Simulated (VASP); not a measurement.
# H (P6_3/mmc) in VASP: a series of runs

H is run at these levels: PBE; tasks: relaxation of shape and atoms at fixed volume, relaxation of cell and atoms.

All numbers are computed with VASP 6.6.1; they aren't measurements. Logs are shortened: lines on timing, memory, paths and dates and some standing lists are left out, and cuts for length are marked.

### Step 1. The cell of the first run

The structure is hexagonal, space group P6_3/mmc (No. 194). The conventional cell has a = 3.749 Å, b = 3.749 Å, c = 4.925 Å, α = 90.00°, β = 90.00°, γ = 120.00°. Within 1.0 Å of H (site symmetry 3m) lie 1 H at 0.74 Å.

### Step 2. Relaxation of shape and atoms at fixed volume, PBE (volume scaled by 0.91)

Input file INCAR:

```
SYSTEM = H
ALGO     = Normal         ! electronic algorithm
EDIFF    = 1E-7           ! SCF threshold, eV
EDIFFG   = -0.01          ! ionic threshold
ENCUT    = 600            ! plane-wave cutoff, eV
GGA      = PE             ! functional
IBRION   = 2              ! ionic algorithm
ISIF     = 4              ! what is computed and relaxed
ISMEAR   = 0              ! smearing method
LASPH    = .True.         ! aspherical terms in the spheres
LCHARG   = .False.        ! write CHGCAR
LREAL    = .False.        ! projectors in reciprocal space
LWAVE    = .False.        ! write WAVECAR
NELM     = 60             ! most SCF steps
NSW      = 50             ! ionic steps
PREC     = Accurate       ! precision mode
SIGMA    = 0.02           ! smearing width, eV
```

Input file KPOINTS:

```
k-points
0
Gamma
  9 9 6
  0 0 0
```

Input file POSCAR:

```
H
1.0
    3.7493408234      0.0000000000      0.0000000000
   -1.8746704117      3.2470244005      0.0000000000
    0.0000000000      0.0000000000      4.9247220557
H
4
Direct
    0.3333333333      0.6666666667      0.1746078973
    0.6666666667      0.3333333333      0.6746078973
    0.6666666667      0.3333333333      0.8253921027
    0.3333333333      0.6666666667      0.3253921027
```

Potentials or basis: VASP PAW PBE potentials, release 64 (H).

The run is started by

```console
$ cat potpaw_PBE.64/H/POTCAR > POTCAR
$ mpirun -np 1 vasp_std > vasp.out
```

OUTCAR:

```text
SYSTEM = H
   EDIFF = 1E-7
   EDIFFG = -0.01
   ENCUT = 600
   GGA = PE
   IBRION = 2
   ISIF = 4
   ISMEAR = 0
   LASPH = .True.
   LREAL = .False.
   NELM = 60
   NSW = 50
   PREC = Accurate

 ion  position               nearest neighbor table
   1  0.333  0.667  0.175-   4 0.74
   2  0.667  0.333  0.675-   3 0.74
   3  0.667  0.333  0.825-   2 0.74
   4  0.333  0.667  0.325-   1 0.74

  LATTYP: Found a hexagonal cell.
 ALAT       =     3.7493408234
 C/A-ratio  =     1.3134901007

  Lattice vectors:

 A1 = (   3.7493408234,   0.0000000000,   0.0000000000)
 A2 = (  -1.8746704117,   3.2470244005,   0.0000000000)
 A3 = (   0.0000000000,   0.0000000000,   4.9247220557)

Analysis of symmetry for initial positions (statically):
=====================================================================
 Subroutine PRICEL returns:
 Original cell was already a primitive cell.

 Routine SETGRP: Setting up the symmetry group for a
 hexagonal supercell.

 Subroutine GETGRP returns: Found 24 space group operations
 (whereof 12 operations were pure point group operations)
 out of a pool of 24 trial point group operations.

The static configuration has the point symmetry D_3d.
 The point group associated with its full space group is D_6h.

Analysis of symmetry for dynamics (positions and initial velocities):
=====================================================================
 Subroutine PRICEL returns:
 Original cell was already a primitive cell.

 Routine SETGRP: Setting up the symmetry group for a
 hexagonal supercell.

 Subroutine GETGRP returns: Found 24 space group operations
 (whereof 12 operations were pure point group operations)
 out of a pool of 24 trial point group operations.

The dynamic configuration has the point symmetry D_3d.
 The point group associated with its full space group is D_6h.

 Subroutine INISYM returns: Found 24 space group operations
 (whereof 12 operations are pure point group operations),
 and found     1 'primitive' translations

----------------------------------------------------------------------------------------

                                     Primitive cell

  volume of cell :      59.9546

  direct lattice vectors                    reciprocal lattice vectors
     3.749340823  0.000000000  0.000000000     0.266713550  0.153987140  0.000000000
    -1.874670412  3.247024400  0.000000000     0.000000000  0.307974279  0.000000000
     0.000000000  0.000000000  4.924722056     0.000000000  0.000000000  0.203057145

  length of vectors
     3.749340823  3.749340823  4.924722056     0.307974279  0.307974279  0.203057145

  position of ions in fractional coordinates (direct lattice)
     0.333333333  0.666666667  0.174607897
     0.666666667  0.333333333  0.674607897
     0.666666667  0.333333333  0.825392103
     0.333333333  0.666666667  0.325392103

  ion indices of the primitive-cell ions
   primitive index   ion index
                 1           1
                 2           2
                 3           3
                 4           4

----------------------------------------------------------------------------------------

 KPOINTS: k-points

Automatic generation of k-mesh.
 Grid dimensions read from file:
 generate k-points for:    9    9    6

 Generating k-lattice:

  Cartesian coordinates                     Fractional coordinates (reciprocal lattice)
     0.029634839  0.017109682  0.000000000     0.111111111  0.000000000  0.000000000
     0.000000000  0.034219364  0.000000000     0.000000000  0.111111111  0.000000000
     0.000000000  0.000000000  0.033842857     0.000000000  0.000000000  0.166666667

  Length of vectors
     0.034219364  0.034219364  0.033842857

  Shift w.r.t. Gamma in fractional coordinates (k-lattice)
     0.000000000  0.000000000  0.000000000

 Subroutine IBZKPT returns following result:
 ===========================================

 Found     48 irreducible k-points:

 Following reciprocal coordinates:
            Coordinates               Weight
  0.000000  0.000000  0.000000      1.000000
  0.111111 -0.000000  0.000000      6.000000
  0.222222 -0.000000  0.000000      6.000000
  0.333333 -0.000000  0.000000      6.000000
  0.444444 -0.000000  0.000000      6.000000
  0.111111  0.111111  0.000000      6.000000
[... 16 lines left out ...]
  0.333333  0.222222  0.166667     24.000000
  0.333333  0.333333  0.166667      4.000000
 [... further k-points ...]
   k-points           NKPTS =     48   k-points in BZ     NKDIM =     48   number of bands    NBANDS=      6
   number of dos      NEDOS =    301   number of ions     NIONS =      4
   total plane-waves  NPLWV =  36000
   dimension x,y,z NGX =    30 NGY =   30 NGZ =   40
   dimension x,y,z NGXF=    60 NGYF=   60 NGZF=   80
   ions per type =               4
   NGX,Y,Z   is equivalent  to a cutoff of  13.30, 13.30, 13.50 a.u.
   NGXF,Y,Z  is equivalent  to a cutoff of  26.60, 26.60, 27.01 a.u.
 SYSTEM =  H
   PREC   = accura    normal or accurate (medium, high low for compatibility)
   ISTART =      0    job   : 0-new  1-cont  2-samecut
   ICHARG =      2    charge: 1-file 2-atom 10-const
   ISPIN  =      1    spin polarized calculation?
   LNONCOLLINEAR =      F non collinear calculations
   LSORBIT =      F    spin-orbit coupling
   LASPH  =      T    aspherical Exc in radial PAW
   ENCUT  =  600.0 eV  44.10 Ry    6.64 a.u.   7.49  7.49  9.84*2*pi/ulx,y,z
   NELM   =     60;   NELMIN=  2; NELMDL= -5     # of ELM steps
   EDIFF  = 0.1E-06   stopping-criterion for ELM
   LREAL  =      F    real-space projection
   EDIFFG = -.1E-01   stopping-criterion for IOM
   NSW    =     50    number of steps for IOM
   IBRION =      2    ionic relax: 0-MD 1-quasi-New 2-CG
   NFREE  =      1    steps in history (QN), initial steepest desc. (CG)
   ISIF   =      4    stress and relaxation
   ISYM   =      2    0-nonsym 1-usesym 2-fastsym
   POTIM  = 0.5000    time-step for ionic-motion
   TEBEG  =    0.0;   TEEND  =   0.0 temperature during run
   PSTRESS=    0.0 pullay stress
   NELECT =       4.0000    total number of electrons
   NUPDOWN=      -1.0000    fix difference up-down
   EMIN   =  10.00;   EMAX   =-10.00  energy-range for DOS
   EFERMI =   0.00;   METHOD = LEGACY
   ISMEAR =     0;   SIGMA  =   0.02  broadening in eV -4-tet -1-fermi 0-gaus
   EFERMI_NEDOS =   21; number of points for ismear=-14 and -15
   IALGO  =     38    algorithm
   IMIX   =      4    mixing-type and parameters
     AMIX     =   0.40;   BMIX     =  1.00
     AMIX_MAG =   1.60;   BMIX_MAG =  1.00
  volume/ion in A,a.u.               =      14.99       101.15
  Fermi-wavevector in a.u.,A,eV,Ry     =   0.663979  1.254738  5.998368  0.440868
  Thomas-Fermi vector in A             =   1.737525
   LORBIT       =      0    0 simple, 1 ext, 2 COOP (PROOUT), +10 PAW based schemes
   GGA     = PE    functional components
   LHFCALC =     F    Hartree Fock is set to
   AEXX    =    0.0000 exact exchange contribution
   IVDW    =     0    specifies the selected vdW correction
   LEPSILON=     F    determine dielectric tensor
   LRPA    =     F    only Hartree local field effects (RPA)
 conjugate gradient relaxation of ions
 non-spin polarized calculation
 Gauss-broadening in eV      SIGMA  =   0.02
  energy-cutoff  :      600.00
  volume of cell :       59.95
 maximum number of plane-waves:      2025
 NGX is ok and might be reduce to    30
   NGX = 15   NGY = 15   NGZ = 19

--------------------------------------- Ionic step        1  -------------------------------------------

 number of electron       3.9999997 magnetization

 Free energy of the ion-electron system (eV)
  ---------------------------------------------------
  ext. energy  EPLUGINS =         0.00000000
  ---------------------------------------------------
  free energy    TOTEN  =       -13.57733866 eV

  energy without entropy =      -13.57733866  energy(sigma->0) =      -13.57733866

------------------------ aborting loop because EDIFF is reached ----------------------------------------

  FORCE on cell =-STRESS in cart. coord.  units (eV):
  Direction    XX          YY          ZZ          XY          YZ          ZX
  --------------------------------------------------------------------------------------
  -------------------------------------------------------------------------------------
  Total        0.0140414      0.0140414      0.4140850      0.0000000     -0.0000000      0.0000000
  in kB        0.3752303      0.3752303     11.0656746      0.0000000     -0.0000000      0.0000000
  external PRESSURE =       3.9387118 kB  Pullay stress =       0.0000000 kB
[... 61 lines left out ...]
  energy  without entropy=      -13.5655792550  energy(sigma->0) =      -13.56557926

--------------------------------------- Ionic step        3  -------------------------------------------

 number of electron       3.9999998 magnetization

 Free energy of the ion-electron system (eV)
  ---------------------------------------------------
  ext. energy  EPLUGINS =         0.00000000
  ---------------------------------------------------
  free energy    TOTEN  =       -13.57929468 eV

  energy without entropy =      -13.57929468  energy(sigma->0) =      -13.57929468

 E-fermi :  -8.6324     XC(G=0):  -4.7364

 val. band max:       -8.7327574666   @ k =   0.0000   0.0000   0.0000
 cond. band min:       0.4910211008   @ k =   0.0000   0.0000   0.0000
 fundamental gap:      9.2237785675
 Fermi energy:        -8.6323898957

 k-point     1 :       0.0000    0.0000    0.0000
  band No.  band energies     occupation
      1     -10.3493      2.00000
      2      -8.7328      2.00000
      3       0.4910      0.00000
      4       3.5349      0.00000
      5       6.5280      0.00000
      6       8.1168      0.00000

 k-point     2 :       0.1111   -0.0000    0.0000
  band No.  band energies     occupation
      1     -10.2765      2.00000
      2      -8.7382      2.00000
      3       0.6422      0.00000
      4       3.3070      0.00000
      5       5.8598      0.00000
      6       7.8026      0.00000
[... 190 lines left out ...]
 k-point    24 :       0.3333    0.3333    0.1667
  band No.  band energies     occupation
      1      -9.1868      2.00000
      2      -9.1868      2.00000
      3       1.9318      0.00000
      4       2.5902      0.00000
      5       2.5902      0.00000
      6       5.4851      0.00000

 [... further k-points ...]

------------------------ aborting loop because EDIFF is reached ----------------------------------------

  FORCE on cell =-STRESS in cart. coord.  units (eV):
  Direction    XX          YY          ZZ          XY          YZ          ZX
  --------------------------------------------------------------------------------------
  -------------------------------------------------------------------------------------
  Total        0.0152585      0.0152585      0.0210582     -0.0000000      0.0000000     -0.0000000
  in kB        0.4077559      0.4077559      0.5627412     -0.0000000      0.0000000     -0.0000000
  external PRESSURE =       0.4594177 kB  Pullay stress =       0.0000000 kB
[... 19 lines left out ...]
  FREE ENERGIE OF THE ION-ELECTRON SYSTEM (eV)
  ---------------------------------------------------
  free  energy   TOTEN  =       -13.5792946783 eV

  energy  without entropy=      -13.5792946783  energy(sigma->0) =      -13.57929468

 reached required accuracy - stopping structural energy minimisation
```

Wall time 56 s (1 thread of AMD EPYC 7R13, shared host); peak memory 0.15 GiB.

What came out:

```
Free energy               : -13.5793 eV
Energy gained by relaxing : 0.5 meV/atom
Ionic steps               : 3
Pressure after relaxing   : 0.0 GPa
Band gap on the k mesh    : 9.22 eV, direct
```

Forces on the atoms (eV/Å):
```
H    0.000  0.000  0.002
H    0.000  0.000  0.002
H    0.000  0.000 -0.002
H    0.000  0.000 -0.002
```

Step by step:
```
step  energy change (eV)  largest force (eV/Å)  pressure (GPa)  volume (Å³)
   1              0.0000                0.2633            0.39        59.95
   2              0.0118                0.6582           -0.85        59.95
   3             -0.0020                0.0021            0.05        59.95
```

Final structure:
```xyz
4
Lattice="3.7477 0.0000 0.0000 -1.8739 3.2456 0.0000 0.0000 0.0000 4.9290" Properties=species:S:1:pos:R:3 pbc="T T T"
H     0.0000    2.1637    0.8572
H     1.8739    1.0819    3.3217
H     1.8739    1.0819    4.0718
H     0.0000    2.1637    1.6073
```

Caveat: the cell differs from its parent crystal (volume scaled by 0.91). A k mesh can miss the band edges.

(Part 1 of 3 ends here.)
